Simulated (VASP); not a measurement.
# C (R-3m) in VASP: further runs, part 2 of 3

VASP 6.6.1. The steps go on from the part before.

**4. Single point, PBEsol**

This run uses another cell than the first one, of 8.57 Å³/atom, 1.043 times its volume.

INCAR reads:

```
SYSTEM = C
PREC = Accurate ; ENCUT = 520
EDIFF = 1E-6 ; ISMEAR = -1
SIGMA = 0.1 ; LREAL = .FALSE.
LASPH = .TRUE. ; NELM = 100
ALGO = Normal ; ISIF = 2
LWAVE = .FALSE. ; LCHARG = .TRUE.
GGA = PS ; LELF = .TRUE.
LVHAR = .TRUE. ; NBANDS = 11
```

KPOINTS reads:

```
regular mesh
0
G
  14 14 14
  0 0 0
```

POSCAR reads:

```
C
1.0
    1.2197869463      0.7042444472      3.3245471621
   -1.2197869463      0.7042444472      3.3245471621
    0.0000000000     -1.4084879012      3.3245471621
C
2
Direct
    0.8360000000      0.8360000000      0.8360000000
    0.1640000000      0.1640000000      0.1640000000
```

Potentials or basis: VASP PAW PBE potentials, release 64 (C).

The run is started by

```bash
cat potpaw_PBE.64/C/POTCAR > POTCAR
mpirun -np 1 vasp_std > vasp.out
```

OUTCAR:

```text
SYSTEM = C
   PREC = Accurate
   ENCUT = 520
   EDIFF = 1E-6
   ISMEAR = -1
   LREAL = .FALSE.
   LASPH = .TRUE.
   NELM = 100
   ISIF = 2
   GGA = PS

 ion  position               nearest neighbor table
   1  0.836  0.836  0.836-   2 1.41   2 1.41   2 1.41
   2  0.164  0.164  0.164-   1 1.41   1 1.41   1 1.41

  LATTYP: Found a trigonal (rhomboedric) cell.
 ALAT       =     3.6106030340
 COS(alpha) =     0.7717354484

  Lattice vectors:

 A1 = (   1.2197869463,   0.7042444472,   3.3245471621)
 A2 = (  -1.2197869463,   0.7042444472,   3.3245471621)
 A3 = (   0.0000000000,  -1.4084879012,   3.3245471621)

Analysis of symmetry for initial positions (statically):
=====================================================================
 Subroutine PRICEL returns:
 Original cell was already a primitive cell.

 Routine SETGRP: Setting up the symmetry group for a
 trigonal (rhombohedral) supercell.

 Subroutine GETGRP returns: Found 12 space group operations
 (whereof 12 operations were pure point group operations)
 out of a pool of 12 trial point group operations.

The static configuration has the point symmetry D_3d.

Analysis of symmetry for dynamics (positions and initial velocities):
=====================================================================
 Subroutine PRICEL returns:
 Original cell was already a primitive cell.

 Routine SETGRP: Setting up the symmetry group for a
 trigonal (rhombohedral) supercell.

 Subroutine GETGRP returns: Found 12 space group operations
 (whereof 12 operations were pure point group operations)
 out of a pool of 12 trial point group operations.

The dynamic configuration has the point symmetry D_3d.

 Subroutine INISYM returns: Found 12 space group operations
 (whereof 12 operations are pure point group operations),
 and found     1 'primitive' translations

----------------------------------------------------------------------------------------

                                     Primitive cell

[... 111 lines left out ...]
  volume/ion in A,a.u.               =       8.57        57.82
  Fermi-wavevector in a.u.,A,eV,Ry     =   1.270012  2.399975 21.945253  1.612931
  Thomas-Fermi vector in A             =   2.403022
   LORBIT       =      0    0 simple, 1 ext, 2 COOP (PROOUT), +10 PAW based schemes
   GGA     = PS    functional components
   LHFCALC =     F    Hartree Fock is set to
   AEXX    =    0.0000 exact exchange contribution
   IVDW    =     0    specifies the selected vdW correction
   LEPSILON=     F    determine dielectric tensor
   LRPA    =     F    only Hartree local field effects (RPA)
 non-spin polarized calculation
  energy-cutoff  :      520.00
  volume of cell :       17.14
 maximum number of plane-waves:       476
   NGX = 13   NGY = 13   NGZ = 13

 number of electron       8.0000000 magnetization

 Free energy of the ion-electron system (eV)
  ---------------------------------------------------
  ext. energy  EPLUGINS =         0.00000000
  ---------------------------------------------------
  free energy    TOTEN  =       -19.25128928 eV

  energy without entropy =      -19.25082709  energy(sigma->0) =      -19.25105819

 E-fermi :   4.9236     XC(G=0): -10.6783

 val. band max:        4.6540749011   @ k =  -0.1429   0.5000   0.1429
 cond. band min:       5.2052628956   @ k =  -0.1429   0.5000   0.1429
 fundamental gap:      0.5511879945
 Fermi energy:         4.9236277567

 k-point     1 :       0.0000    0.0000    0.0000
  band No.  band energies     occupation
      1     -15.0014      2.00000
      2      -1.8497      2.00000
      3       1.9484      2.00000
      4       1.9484      2.00000
      5       8.7987      0.00000
      6      13.4201      0.00000
      7      13.4202      0.00000
      8      16.6633      0.00000
      9      18.3451      0.00000
     10      27.7064      0.00000
     11      30.8997      0.00000
[... 309 lines left out ...]
 k-point    24 :       0.2857    0.1429    0.0000
  band No.  band energies     occupation
      1     -13.4683      2.00000
      2      -1.9498      2.00000
      3      -0.7979      2.00000
      4      -0.6140      2.00000
      5      11.3078      0.00000
      6      12.6376      0.00000
      7      14.7271      0.00000
      8      16.5643      0.00000
      9      21.3806      0.00000
     10      23.5011      0.00000
     11      29.3682      0.00000

 [... further k-points ...]
[... 5 lines left out ...]
  --------------------------------------------------------------------------------------
  -------------------------------------------------------------------------------------
  Total        1.2038622      1.2038615      0.1084964      0.0000000      0.0000000      0.0000000
  in kB      112.5631895    112.5631238     10.1446035      0.0000000      0.0000010      0.0000000
  external PRESSURE =      78.4236389 kB  Pullay stress =       0.0000000 kB

 VOLUME and BASIS-vectors are now :
 -----------------------------------------------------------------------------
  energy-cutoff  :      520.00
  volume of cell :       17.14
      direct lattice vectors                 reciprocal lattice vectors
     1.219786946  0.704244447  3.324547162     0.409907649  0.236660361  0.100264258
    -1.219786946  0.704244447  3.324547162    -0.409907649  0.236660361  0.100264258
     0.000000000 -1.408487901  3.324547162     0.000000000 -0.473320722  0.100264329

 POSITION                                       TOTAL-FORCE (eV/Angst)
 -----------------------------------------------------------------------------------
      0.00000      0.00000      8.33796         0.000000     -0.000000     -0.858711
      0.00000      0.00000      1.63568         0.000000      0.000000      0.858711
 -----------------------------------------------------------------------------------
    total drift:                                0.000000     -0.000000      0.000000

  FREE ENERGIE OF THE ION-ELECTRON SYSTEM (eV)
  ---------------------------------------------------
  free  energy   TOTEN  =       -19.2512892762 eV

  energy  without entropy=      -19.2508270943  energy(sigma->0) =      -19.25105819
```

OSZICAR:

```text
N       E                     dE             d eps       ncg     rms          rms(c)
DAV:   1     0.414315801644E+01    0.41432E+01   -0.45456E+03  6601   0.663E+02
DAV:   2    -0.199835347977E+02   -0.24127E+02   -0.22721E+02  8328   0.130E+02
DAV:   3    -0.205206261728E+02   -0.53709E+00   -0.53615E+00  7914   0.161E+01
DAV:   4    -0.205224535905E+02   -0.18274E-02   -0.18273E-02  7357   0.116E+00
DAV:   5    -0.205224603291E+02   -0.67386E-05   -0.67389E-05  8132   0.641E-02    0.660E+00
DAV:   6    -0.195541683675E+02    0.96829E+00   -0.82935E-01  7350   0.527E+00    0.381E+00
DAV:   7    -0.192494064436E+02    0.30476E+00   -0.90559E-01  7601   0.556E+00    0.102E+00
DAV:   8    -0.192515307140E+02   -0.21243E-02   -0.21215E-02  7075   0.934E-01    0.136E-01
DAV:   9    -0.192512463770E+02    0.28434E-03   -0.66901E-04  7649   0.159E-01    0.590E-02
DAV:  10    -0.192512896351E+02   -0.43258E-04   -0.10747E-04  7305   0.708E-02    0.280E-02
DAV:  11    -0.192512892762E+02    0.35893E-06   -0.52802E-06  7687   0.133E-02
   1 F= -.19251289E+02 E0= -.19251058E+02  d E =-.462182E-03
```

Wall time 32 s (1 thread of Intel Xeon 6975P-C (Granite Rapids), shared host); peak memory 0.17 GiB.

Results:

| Quantity | Value |
| --- | --- |
| Free energy | -19.2513 eV |
| Pressure | 7.8 GPa |
| Largest force | 0.859 eV/Å |
| Band gap on the k mesh | 0.55 eV, direct |

Forces on the atoms (eV/Å):
```
C    0.000  0.000 -0.859
C    0.000  0.000  0.859
```

Levels at points of the mesh, in eV from the valence-band top:
```tsv
k point	band 1	band 2	band 3	band 4	band 5	band 6	band 7	band 8	band 9
(0.00, 0.00, 0.00)	-19.66	-6.50	-2.71	-2.71	4.14	8.77	8.77	12.01	13.69
(0.50, 0.00, 0.00)	-14.13	-13.23	-6.19	-1.76	2.08	8.12	12.43	12.47	18.69
(0.50, 0.50, 0.00)	-14.00	-13.14	-6.25	-2.63	1.55	7.69	13.14	15.58	20.19
(0.50, 0.50, 0.50)	-19.33	-8.61	-2.73	-2.73	8.72	8.72	10.69	12.06	13.47
```

Caveat: the PAW data sets were made with another functional, which shifts forces and pressure a little.

**5. Single point, PBEsol**

This run uses another cell than the first one, of 8.74 Å³/atom, 1.064 times its volume.

INCAR reads:

```
SYSTEM = C
PREC = Accurate
ENCUT = 520
EDIFF = 1E-6
ISMEAR = -1
SIGMA = 0.1
LREAL = .FALSE.
LASPH = .TRUE.
NELM = 80
ALGO = Normal
ISIF = 2
LWAVE = .FALSE.
LCHARG = .TRUE.
GGA = PS
LELF = .TRUE.
LVHAR = .TRUE.
NBANDS = 11
```

KPOINTS reads:

```
Automatic mesh
0
G
  14 14 14
  0 0 0
```

POSCAR reads:

```
C
1.0
    1.2280290000      0.7090030000      3.3470110000
   -1.2280290000      0.7090030000      3.3470110000
    0.0000000000     -1.4180050000      3.3470110000
C
2
Direct
    0.8360000000      0.8360000000      0.8360000000
    0.1640000000      0.1640000000      0.1640000000
```

Potentials or basis: VASP PAW PBE potentials, release 64 (C).

The run is started by

```bash
cat potpaw_PBE.64/C/POTCAR > POTCAR
mpirun -np 1 vasp_std > vasp.out
```

OUTCAR:

```text
SYSTEM = C
   PREC = Accurate
   ENCUT = 520
   EDIFF = 1E-6
   ISMEAR = -1
   LREAL = .FALSE.
   LASPH = .TRUE.
   NELM = 80
   ISIF = 2
   GGA = PS

 ion  position               nearest neighbor table
   1  0.836  0.836  0.836-   2 1.42   2 1.42   2 1.42
   2  0.164  0.164  0.164-   1 1.42   1 1.42   1 1.42

  LATTYP: Found a trigonal (rhomboedric) cell.
 ALAT       =     3.6349997404
 COS(alpha) =     0.7717354484

  Lattice vectors:

 A1 = (   1.2280290000,   0.7090030000,   3.3470110000)
 A2 = (  -1.2280290000,   0.7090030000,   3.3470110000)
 A3 = (   0.0000000000,  -1.4180050000,   3.3470110000)

Analysis of symmetry for initial positions (statically):
=====================================================================
 Subroutine PRICEL returns:
 Original cell was already a primitive cell.

 Routine SETGRP: Setting up the symmetry group for a
 trigonal (rhombohedral) supercell.

 Subroutine GETGRP returns: Found 12 space group operations
 (whereof 12 operations were pure point group operations)
 out of a pool of 12 trial point group operations.

The static configuration has the point symmetry D_3d.

Analysis of symmetry for dynamics (positions and initial velocities):
[... 163 lines left out ...]
 Fermi energy:         4.7393173352

 k-point     1 :       0.0000    0.0000    0.0000
  band No.  band energies     occupation
      1     -15.0151      2.00000
      2      -1.9252      2.00000
      3       1.7546      2.00000
      4       1.7546      2.00000
      5       8.6412      0.00000
      6      13.1004      0.00000
      7      13.1004      0.00000
      8      16.2365      0.00000
      9      17.6911      0.00000
     10      27.2531      0.00000
     11      30.3831      0.00000
[... 309 lines left out ...]
 k-point    24 :       0.2857    0.1429    0.0000
  band No.  band energies     occupation
      1     -13.5018      2.00000
      2      -2.1134      2.00000
      3      -0.9384      2.00000
      4      -0.7055      2.00000
      5      11.0882      0.00000
      6      12.3400      0.00000
      7      14.3782      0.00000
      8      16.1052      0.00000
      9      20.8690      0.00000
     10      23.1174      0.00000
     11      28.8900      0.00000

 [... further k-points ...]
[... 5 lines left out ...]
  --------------------------------------------------------------------------------------
  -------------------------------------------------------------------------------------
  Total        0.2557599      0.2557597      0.0898063      0.0000000      0.0000000      0.0000000
  in kB       23.4357085     23.4356949      8.2291064      0.0000000      0.0000008      0.0000000
  external PRESSURE =      18.3668366 kB  Pullay stress =       0.0000000 kB

 VOLUME and BASIS-vectors are now :
 -----------------------------------------------------------------------------
  energy-cutoff  :      520.00
  volume of cell :       17.48
      direct lattice vectors                 reciprocal lattice vectors
     1.228029000  0.709003000  3.347011000     0.407156509  0.235071988  0.099591323
    -1.228029000  0.709003000  3.347011000    -0.407156509  0.235071988  0.099591323
     0.000000000 -1.418005000  3.347011000     0.000000000 -0.470143977  0.099591394

 POSITION                                       TOTAL-FORCE (eV/Angst)
 -----------------------------------------------------------------------------------
      0.00000      0.00000      8.39430         0.000000     -0.000000     -0.869744
      0.00000      0.00000      1.64673         0.000000      0.000000      0.869744
 -----------------------------------------------------------------------------------
    total drift:                                0.000000     -0.000000      0.000000

  FREE ENERGIE OF THE ION-ELECTRON SYSTEM (eV)
  ---------------------------------------------------
  free  energy   TOTEN  =       -19.2620217242 eV

  energy  without entropy=      -19.2615454542  energy(sigma->0) =      -19.26178359
```

OSZICAR:

```text
N       E                     dE             d eps       ncg     rms          rms(c)
DAV:   1     0.525142740897E+01    0.52514E+01   -0.45075E+03  6544   0.661E+02
DAV:   2    -0.198622516530E+02   -0.25114E+02   -0.23756E+02  8289   0.131E+02
DAV:   3    -0.204559567814E+02   -0.59371E+00   -0.59261E+00  7960   0.169E+01
DAV:   4    -0.204580966130E+02   -0.21398E-02   -0.21397E-02  7294   0.124E+00
DAV:   5    -0.204581049178E+02   -0.83048E-05   -0.83038E-05  8107   0.708E-02    0.643E+00
DAV:   6    -0.195479020999E+02    0.91020E+00   -0.77721E-01  7388   0.508E+00    0.371E+00
DAV:   7    -0.192601974206E+02    0.28770E+00   -0.85290E-01  7606   0.538E+00    0.978E-01
DAV:   8    -0.192622185959E+02   -0.20212E-02   -0.20172E-02  7055   0.904E-01    0.126E-01
DAV:   9    -0.192619766931E+02    0.24190E-03   -0.59031E-04  7653   0.150E-01    0.565E-02
DAV:  10    -0.192620219815E+02   -0.45288E-04   -0.10144E-04  7309   0.681E-02    0.261E-02
DAV:  11    -0.192620217242E+02    0.25727E-06   -0.48157E-06  7736   0.126E-02
   1 F= -.19262022E+02 E0= -.19261784E+02  d E =-.476270E-03
```

Run time: 32 s. Hardware: 1 thread of Intel Xeon 6975P-C (Granite Rapids), shared host; peak memory 0.17 GiB.

What came out:

```
Free energy            : -19.2620 eV
Pressure               : 1.8 GPa
Largest force          : 0.870 eV/Å
Band gap on the k mesh : 0.55 eV, direct
```

Forces on the atoms (eV/Å):
```
C    0.000  0.000 -0.870
C    0.000  0.000  0.870
```

Stress tensor (GPa, compression positive):
```
2.34 0.00 0.00
0.00 2.34 0.00
0.00 0.00 0.82
```

Caveat: the PAW data sets were made with another functional, which shifts forces and pressure a little.

[end of part 2 of 3]
